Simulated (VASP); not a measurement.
SrO:

```xyz
4
Lattice="4.2700 0.0000 0.0000 -2.1350 3.6979 0.0000 0.0000 0.0000 5.1445" Properties=species:S:1:pos:R:3 pbc="T T T"
Sr    0.0000    2.4653    4.8229
Sr    2.1350    1.2326    2.2507
O     0.0000    2.4653    2.2507
O     2.1350    1.2326    4.8229
```

Base run:

* Program: VASP 6.6.1
* Functional: r2SCAN
* Potentials or basis: VASP PAW PBE potentials, release 64 (Sr_sv, O)
* Cutoff: 520 eV
* k mesh: 6 × 6 × 4
* Occupations: gaussian, width 0.01 eV
* Spin: no spin polarisation

Its results: band gap on the k mesh 3.02 eV; pressure 0.5 GPa.

Task: The run is repeated on the same cell with these changes: functional from r2SCAN to PBEsol. What comes out?

Result: Band gap on the k mesh 2.51 eV; pressure -1.2 GPa.

Caveats: the PAW data sets were made with another functional, which shifts forces and pressure a little.

